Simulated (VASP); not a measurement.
The system is B2AsH2.

```xyz
5
Lattice="4.3705 0.0000 0.0000 -2.1852 3.7850 0.0000 0.0000 0.0000 3.9557" Properties=species:S:1:pos:R:3 pbc="T T T"
B     0.0000    2.5233    1.9778
B     2.1852    1.2617    1.9778
H     0.0000    0.0000    0.5609
H     0.0000    0.0000    3.3948
As    0.0000    0.0000    1.9778
```

The cell was built from a structure type or drawn by symmetry, and may not be a known phase.

```yaml
Program: VASP 6.6.1
Task: relaxation of cell and atoms
Functional: PBE
Potentials_or_basis: VASP PAW PBE potentials, release 64 (B, H, As)
Cutoff: 600 eV
k_mesh: 6 × 6 × 4
Occupations: gaussian, width 0.1 eV
Spin: no spin polarisation
```

At the start: pressure -2.9 GPa; volume 13.09 Å³/atom.

Q: How do energy, volume and symmetry change on relaxing?

A: Over 16 steps the energy falls by 674.3 meV/atom and the volume is 16.11 Å³/atom (+23.1 %); space group P6/mmm (No. 191, to 0.1 Å) before and after.

Step by step:
| step | energy change (eV) | largest force (eV/Å) | pressure (GPa) | volume (Å³) |
| --- | --- | --- | --- | --- |
| 1 | 0.0000 | 3.9436 | -2.86 | 65.44 |
| 2 | -2.0900 | 0.2035 | -2.45 | 62.64 |
| 3 | -2.2999 | 3.8331 | 0.03 | 61.13 |
| 4 | -2.6296 | 2.5685 | 7.17 | 58.55 |
| 5 | -2.9170 | 0.9615 | 3.91 | 59.91 |
| 6 | -3.0486 | 0.6120 | 4.66 | 62.12 |
| 7 | -3.0617 | 3.8347 | 7.62 | 68.41 |
| 8 | -3.1468 | 1.3437 | 6.20 | 65.45 |
| 9 | -3.2110 | 0.8394 | 5.38 | 67.35 |
| 10 | -3.3180 | 0.3366 | 3.12 | 73.13 |
| 11 | -3.3302 | 0.7579 | 2.26 | 75.63 |
| 12 | -3.3608 | 0.3738 | 1.23 | 78.06 |
| 13 | -3.3713 | 0.0344 | 0.32 | 80.35 |
| 14 | -3.3713 | 0.0761 | 0.24 | 80.57 |
| 15 | -3.3713 | 0.0569 | 0.27 | 80.47 |
| 16 | -3.3717 | 0.0174 | 0.13 | 80.53 |

Final structure:
```
B H As
1.0
     3.78636    0.00000    0.00000
    -1.89318    3.27908    0.00000
     0.00000    0.00000    6.48581
B H As
2 2 1
Direct
  0.33333 0.66667 0.50000
  0.66667 0.33333 0.50000
  0.00000 0.00000 0.05765
  0.00000 0.00000 0.94235
  0.00000 0.00000 0.50000
```

Caveat: the k points lie up to 0.32 Å⁻¹ apart in the final cell, too coarse for converged energies and pressures of a metal; the volume moved by over 15 % at a fixed basis, so the end points are rough; this functional lacks dispersion, which binds the layers, so the pressure and a relaxed spacing across them are unreliable.
